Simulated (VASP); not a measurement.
Write the native input for VASP 6.6.1 that does the following.

* Task: single point
* Functional: PBEsol
* Potentials or basis: VASP PAW PBE potentials, release 64 (K_sv, Mg, F)
* Cutoff: 520 eV
* k mesh: 6 × 6 × 6
* Occupations: gaussian, width 0.02 eV
* Spin: no spin polarisation
* Dipole correction: no
* Further INCAR settings: ALGO = Normal; EDIFF = 1e-06; NBANDS = 24

The structure of KMgF3 lies in POSCAR:

```
KMgF3
1.0
    4.1708601978      0.0000000000      0.0000000000
    0.0000000000      4.1708601978      0.0000000000
    0.0000000000      0.0000000000      3.9020134682
K Mg F
1 1 3
Direct
    0.5000000000      0.5000000000      0.5000000000
    0.0000000000      0.0000000000      0.0000000000
    0.0000000000      0.5000000000      0.0000000000
    0.0000000000      0.0000000000      0.5000000000
    0.5000000000      0.0000000000      0.0000000000
```

These files were run (other wordings do the same):

INCAR

```
SYSTEM = KMgF3
PREC = Accurate
ENCUT = 520
EDIFF = 1E-6
ISMEAR = 0
SIGMA = 0.02
LREAL = .False.
LASPH = .True.
NELM = 80
ALGO = Normal
ISIF = 2
LWAVE = .False.
LCHARG = .False.
GGA = PS
NBANDS = 24
```

KPOINTS

```
regular mesh
0
Gamma
  6 6 6
  0 0 0
```

Potentials or basis: VASP PAW PBE potentials, release 64 (K_sv, Mg, F).

The run is started by

```console
$ cat potpaw_PBE.64/K_sv/POTCAR potpaw_PBE.64/Mg/POTCAR potpaw_PBE.64/F/POTCAR > POTCAR
$ mpirun -np 1 vasp_std > vasp.out
```

Results of the run:

```json
{
 "Pressure": "-4.0 GPa",
 "Band gap on the k mesh": "6.62 eV, indirect (least direct gap 6.93 eV)"
}
```

Caveat: the PAW data sets were made with another functional, which shifts forces and pressure a little.

It took 38 s on 1 thread of Intel(R) Xeon(R) Platinum 8488C (Sapphire Rapids), with other jobs on the host, peak memory 0.21 GiB.
